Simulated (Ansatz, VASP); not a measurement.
**Two plane-wave programs on MnAs**

```
Mn As
1.0
     5.15382    0.00000    0.00000
    -2.57691    4.46334    0.00000
     0.00000    0.00000    3.93273
Mn As
3 3
Direct
  0.50000 0.00000 0.00000
  0.50000 0.50000 0.00000
  0.00000 0.50000 0.00000
  0.00000 0.00000 0.00000
  0.33333 0.66667 0.50000
  0.66667 0.33333 0.50000
```

Alike in both runs: functional PBE; k mesh 6 × 6 × 4; occupations gaussian, width 0.1 eV; collinear spin.

Ansatz relaxed the structure, and its values are those at the end. VASP's run is a single point on that final structure, the one shown.

```csv
,VASP,Ansatz
version,VASP 6.6.1,Ansatz 0.2.0
potentials or method,"VASP PAW PBE potentials, release 64 (Mn_pv, As), cutoff 520 eV","scalar-relativistic, plane waves, PAW"
valence electrons in the cell,54,90
```

Ansatz gave:

* gap on the k mesh at the Fermi level (eV): none
* pressure (GPa): 0.3
* net moment per atom (μB): 0.94
* size of the moment on the site where the two differ most (μB): 1.90

Q: What did VASP give for the same quantities?

A: gap on the k mesh at the Fermi level (eV): none; pressure (GPa): 0.6; net moment per atom (μB): 0.95; size of the moment on the site where the two differ most (μB): 1.95.

Site moments also hang on the region over which each program counts them. A gap of «none» marks a metal or a gap that the smearing closes. VASP's potentials hold 54 valence electrons a cell and Ansatz's 90, so a difference there can come from the potentials and not from the codes.

The k mesh is coarse, so the values compare programs but aren't converged.
